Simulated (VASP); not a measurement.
Input of a VASP 6.6.1 run:

POSCAR

```
CaO
1.0
    0.0000000000      2.4737227100      2.4737227100
    2.4737227100      0.0000000000      2.4737227100
    2.4737227100      2.4737227100      0.0000000000
Ca O
1 1
Direct
    0.0000000000      0.0000000000      0.0000000000
    0.5000000000      0.5000000000      0.5000000000
```

The input INCAR.step1:

```
SYSTEM = CaO
PREC = Accurate
ENCUT = 520
EDIFF = 1E-7
ISMEAR = 1
SIGMA = 0.0487
LREAL = .FALSE.
LASPH = .TRUE.
NELM = 150
ALGO = Normal
ISIF = 2
LWAVE = .FALSE.
LCHARG = .TRUE.
LNONCOLLINEAR = .TRUE.
MAGMOM = 0 0 0 0 0 0
LSORBIT = .TRUE.
GGA_COMPAT = .FALSE.
LORBMOM = .TRUE.
NBANDS = 28
```

File KPOINTS.step1:

```
regular mesh
0
G
  9 9 9
  0 0 0
```

Contents of INCAR.step2:

```
SYSTEM = CaO
PREC = Accurate
ENCUT = 520
EDIFF = 1E-7
ISMEAR = -5
SIGMA = 0.0487
LREAL = .FALSE.
LASPH = .TRUE.
NELM = 150
ALGO = Normal
ISIF = 2
LWAVE = .FALSE.
LCHARG = .FALSE.
LNONCOLLINEAR = .TRUE.
MAGMOM = 0 0 0 0 0 0
LORBIT = 11
LSORBIT = .TRUE.
GGA_COMPAT = .FALSE.
LORBMOM = .TRUE.
NBANDS = 28
NEDOS = 1001
ICHARG = 11
```

The input KPOINTS.step2:

```
regular mesh
0
G
  14 14 14
  0 0 0
```

Potentials or basis: VASP PAW LDA potentials, release 64 (Ca_sv, O).

Run with:

```console
$ cat potpaw_LDA.64/Ca_sv/POTCAR potpaw_LDA.64/O/POTCAR > POTCAR
$ cp INCAR.step1 INCAR
$ cp KPOINTS.step1 KPOINTS
$ mpirun -np 1 vasp_ncl > vasp.out
$ cp INCAR.step2 INCAR
$ cp KPOINTS.step2 KPOINTS
$ mpirun -np 1 vasp_ncl > vasp.out
```

Q: Predict the net moment.

A: 0.00 μB per cell.

Moments on the atoms (μB; x, y, z):
```
Ca  0.00 0.00 0.00
O   0.00 0.00 0.00
```
